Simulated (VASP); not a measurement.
Wanted: the native input for a VASP 6.6.1 run.

| Property | Result |
| --- | --- |
| Task | relaxation of cell and atoms |
| Functional | revPBE |
| Dispersion | D3(BJ) |
| Potentials or basis | VASP PAW PBE potentials, release 64 (I) |
| Cutoff | 600 eV |
| k mesh | 9 × 9 × 9 |
| Occupations | fermi-dirac, width 0.05 eV |
| Spin | no spin polarisation |
| Dipole correction | no |
| Further INCAR settings | ALGO = Normal; EDIFF = 1e-07; IBRION = 2; EDIFFG = -0.01; NSW = 80; ISIF = 3 |

The structure of I lies in POSCAR:

```
I
1.0
    0.0000000000      2.3656004428      3.9098401324
    2.1922454667      0.0000000000      3.9098401324
    2.1922454667      2.3656004428      0.0000000000
I
1
Direct
    0.0000000000      0.0000000000      0.0000000000
```

These files were run (other wordings do the same):

INCAR

```
SYSTEM = I
ALGO = Normal ; EDIFF = 1E-7
EDIFFG = -0.01 ; ENCUT = 600
GGA = RE ; IBRION = 2
ISIF = 3 ; ISMEAR = -1
IVDW = 12 ; LASPH = .TRUE.
LCHARG = .FALSE. ; LREAL = .FALSE.
LWAVE = .FALSE. ; NELM = 100
NSW = 80 ; PREC = Accurate
SIGMA = 0.05
```

KPOINTS

```
k-points
0
G
  9 9 9
  0 0 0
```

Potentials or basis: VASP PAW PBE potentials, release 64 (I).

Launch:

```console
$ cat potpaw_PBE.64/I/POTCAR > POTCAR
$ mpirun -np 1 vasp_std > vasp.out
```

It gave:

```json
{"Relaxed volume": "36.04 Å³/atom", "Relaxed cell": "a = 4.202 Å, b = 4.204 Å, c = 3.187 Å, α = 67.69°, β = 67.75°, γ = 44.56°", "Space group after relaxing (to 0.1 Å)": "I4/mmm (No. 139)", "Energy gained by relaxing": "24.0 meV/atom", "Ionic steps": "16", "Pressure after relaxing": "0.0 GPa", "Band gap on the k mesh": "zero (an odd number of electrons rules out a gap without spin polarisation)", "Dispersion energy per atom": "-0.700 eV"}
```

Caveat: the PAW data sets were made with another functional, which shifts forces and pressure a little; spin-orbit coupling is left out, which moves the levels of the heavy elements; an odd number of electrons without spin polarisation forces a metal; a magnetic or distorted state may lie lower.

It took 15 min on 1 thread of Intel Xeon 8259CL, with other jobs on the host, peak memory 0.24 GiB.
